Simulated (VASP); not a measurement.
**BiAs3P4: single point with PBEsol**

The system is BiAs3P4.

```
CELL_PARAMETERS angstrom
3.73728 -5.30063 0.00034
4.22977 5.64559 -0.00294
0.00116 0.00122 3.71927
ATOMIC_POSITIONS crystal
Bi 0.50614 0.51906 0.00209
As 0.01522 0.55646 0.50205
As 0.51196 0.02549 0.50201
As 0.00637 0.01775 0.00198
P 0.22911 0.73752 0.00208
P 0.76624 0.74315 0.50209
P 0.23383 0.19299 0.50202
P 0.73757 0.20330 0.00204
```

```
Program                : VASP 6.6.1
Task                   : single point
Functional             : PBEsol
Potentials or basis    : VASP PAW PBE potentials, release 64 (Bi_d, As, P)
Cutoff                 : 500 eV
k mesh                 : 4 × 4 × 6
Occupations            : fermi-dirac, width 0.05 eV
Spin                   : no spin polarisation
Dipole correction      : no
Further INCAR settings : ALGO = Normal; EDIFF = 1e-06; NBANDS = 35
```

The pressure is 0.2 GPa and the largest force is 0.037 eV/Å. The band gap on the k mesh is zero (band 25 reaches 7.11 eV, above the bottom of band 26 at 6.74 eV).

Forces in eV/Å, atoms in the order of the input:
```
Bi   0.004 -0.001 -0.001
As  -0.026 -0.026  0.000
As  -0.019 -0.019  0.001
As  -0.025 -0.011  0.001
P    0.025 -0.002  0.000
P    0.000  0.027  0.000
P    0.019  0.019  0.000
P    0.022  0.014  0.000
```

Levels at points of the mesh, in eV from the Fermi level:
```csv
k point,band 23,band 24,band 25,band 26,band 27,band 28
"(0.00, 0.00, 0.00)",-1.32,-0.71,-0.41,-0.19,0.11,0.42
"(0.50, 0.00, 0.00)",-1.82,-1.37,-1.15,1.14,1.42,1.77
"(0.00, 0.50, 0.00)",-1.61,-1.16,-0.54,1.21,1.38,1.39
"(0.50, 0.50, 0.00)",-1.76,-1.06,-0.80,1.13,1.21,1.59
"(0.00, 0.00, 0.50)",-1.75,-1.41,-0.69,0.64,0.83,0.98
"(0.50, 0.00, 0.50)",-2.98,-2.88,-2.79,1.48,2.12,2.24
"(0.00, 0.50, 0.50)",-3.22,-2.83,-2.71,2.37,2.59,2.74
"(0.50, 0.50, 0.50)",-2.14,-0.76,-0.42,-0.28,-0.15,0.13
```

Wall time 5.4 min on 1 thread of Intel Xeon 8259CL (shared host), peak memory 0.41 GiB.

Caveat: the PAW data sets were made with another functional, which shifts forces and pressure a little; spin-orbit coupling is left out, which moves the levels of the heavy elements.
